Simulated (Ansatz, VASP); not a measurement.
## Al2As: VASP beside Ansatz

```
CELL_PARAMETERS angstrom
3.95113 0.00000 0.00000
0.00000 3.95113 0.00000
0.00000 0.00000 6.02864
ATOMIC_POSITIONS crystal
Al 0.00000 0.00000 0.00000
Al 0.50000 0.50000 0.00000
Al 0.00000 0.50000 0.27000
Al 0.50000 0.00000 0.73000
As 0.00000 0.50000 0.70000
As 0.50000 0.00000 0.30000
```

Alike in both runs: task single point; functional r2SCAN; k mesh 4 × 4 × 4; occupations gaussian, width 0.1 eV; no spin polarisation.

|  | VASP | Ansatz |
| --- | --- | --- |
| version | VASP 6.6.1 | Ansatz 0.2.0 |
| potentials or method | VASP PAW PBE potentials, release 64 (Al, As), cutoff 520 eV | scalar-relativistic, plane waves, PAW |
| valence electrons in the cell | 22 | 42 |

```csv
,VASP,Ansatz,Ansatz less VASP
gap on the k mesh at the Fermi level (eV),none,none,-
pressure (GPa),16.1,16.3,+0.18
"traceless stress, the component that is largest in VASP (GPa)",5.37,5.41,+0.037
rms of the force components (eV/Å),0.948,0.951,+0.0036
```

VASP's potentials were made for PBE, not for r2SCAN. Atom by atom the forces differ by 0.006 eV/Å (rms over components). A gap of «none» marks a metal or a gap that the smearing closes. VASP's potentials hold 22 valence electrons a cell and Ansatz's 42, so a difference there can come from the potentials and not from the codes.

The k mesh is coarse, so the values compare programs but aren't converged.
